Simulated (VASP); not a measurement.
Wanted: the native input for a VASP 6.6.1 run.

* Task: single point
* Functional: PBE
* Potentials or basis: VASP PAW PBE potentials, release 64 (Te, O)
* Cutoff: 520 eV
* k mesh: 3 × 3 × 3
* Occupations: gaussian, width 0.1 eV
* Spin: no spin polarisation
* Dipole correction: no
* Further INCAR settings: ALGO = Normal; EDIFF = 1e-06; NBANDS = 41

The structure of Te3O7 lies in POSCAR:

```
Te3O7
1.0
    2.9998324799      1.7319540915      8.0177336282
   -2.9998324799      1.7319540915      8.0177336282
    0.0000000000     -3.4639081780      8.0177336292
Te O
3 7
Direct
    0.4148591725      0.4148591725      0.4148591725
    0.5851408275      0.5851408275      0.5851408275
    0.0000000000      0.0000000000      0.0000000000
    0.5000000000      0.5000000000      0.5000000000
    0.2148170823      0.2148170823      0.7300181042
    0.7300181042      0.2148170823      0.2148170823
    0.2148170823      0.7300181042      0.2148170823
    0.7851829177      0.2699818958      0.7851829177
    0.2699818958      0.7851829177      0.7851829177
    0.7851829177      0.7851829177      0.2699818958
```

The cell was generated, and may not be a known phase.

These files were run (other wordings do the same):

INCAR

```
PREC     = Accurate       # precision mode
ENCUT    = 520            # plane-wave cutoff, eV
EDIFF    = 1E-6           # SCF threshold, eV
ISMEAR   = 0              # smearing method
SIGMA    = 0.1            # smearing width, eV
LREAL    = False          # projectors in reciprocal space
LASPH    = True           # aspherical terms in the spheres
NELM     = 80             # most SCF steps
ALGO     = Normal         # electronic algorithm
ISIF     = 2              # what is computed and relaxed
LWAVE    = False          # write WAVECAR
LCHARG   = False          # write CHGCAR
GGA      = PE             # functional
NBANDS   = 41             # bands
```

KPOINTS

```
regular mesh
0
Gamma
  3 3 3
```

Potentials or basis: VASP PAW PBE potentials, release 64 (Te, O).

Command:

```sh
$ cat potpaw_PBE.64/Te/POTCAR potpaw_PBE.64/O/POTCAR > POTCAR
$ mpirun -np 1 vasp_std > vasp.out
```

Results of the run:

```json
{"Pressure": "-0.4 GPa", "Largest force": "0.080 eV/Å", "Band gap on the k mesh": "0.50 eV"}
```

Caveat: spin-orbit coupling is left out, which moves the levels of the heavy elements.

It took 5 min on 1 thread of Intel(R) Xeon(R) 6975P-C (Granite Rapids), with other jobs on the host, peak memory 0.67 GiB.
